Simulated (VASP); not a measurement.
Here is a VASP 6.6.1 calculation.

Contents of INCAR:

```
  PREC = Accurate
  ENCUT = 520
  EDIFF = 1E-7
  ISMEAR = 0
  SIGMA = 0.02
  LREAL = False
  LASPH = True
  NELM = 60
  ALGO = Normal
  ISIF = 2
  LWAVE = False
  LCHARG = False
  GGA = PE
  NBANDS = 11
```

The input KPOINTS:

```
Automatic mesh
0
Gamma
  10 10 10
```

File POSCAR:

```
SiC
1.0
    0.0000000000      2.2328170736      2.2328170736
    2.2328170736      0.0000000000      2.2328170736
    2.2328170736      2.2328170736      0.0000000000
Si C
1 1
Direct
    0.0000000000      0.0000000000      0.0000000000
    0.2500000000      0.2500000000      0.2500000000
```

Potentials or basis: VASP PAW PBE potentials, release 64 (Si, C).

Run with:

```bash
$ cat potpaw_PBE.64/Si/POTCAR potpaw_PBE.64/C/POTCAR > POTCAR
$ mpirun -np 1 vasp_std > vasp.out
```

Task: Estimate the band gap on the k mesh.

Result: 1.42 eV, indirect (least direct gap 4.46 eV).

Task: What does it give for the pressure?

Result: -11.1 GPa.

 A k mesh can miss the band edges.
